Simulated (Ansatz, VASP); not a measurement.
**Ni: VASP beside Ansatz**

```
Ni
1.0
     2.47728    0.00000    0.00000
    -1.23864    2.14539    0.00000
     0.00000    0.00000    8.11545
Ni
4
Cartesian
  1.2386 2.1454 0.0000
  1.2386 2.1454 4.0577
  0.0000 1.4303 2.0289
  1.2386 0.7151 6.0866
```

Alike in both runs: task single point; functional PBEsol; k mesh 17 × 17 × 5; occupations fermi-dirac, width 0.1 eV; no spin polarisation.

|  | VASP | Ansatz |
| --- | --- | --- |
| version | VASP 6.6.1 | Ansatz 0.2.0 |
| potentials or method | VASP PAW PBE potentials, release 64 (Ni), cutoff 520 eV | plane waves (420 eV) with PAW, scalar-relativistic |
| valence electrons in the cell | 40 | 72 |

```tsv
	VASP	Ansatz	Ansatz less VASP
pressure (GPa)	-8.1	-8.3	-0.13
```

VASP's potentials were made for PBE, not for PBEsol, and Ansatz warns of the same on its side. VASP's potentials hold 40 valence electrons a cell and Ansatz's 72, so a difference there can come from the potentials and not from the codes.
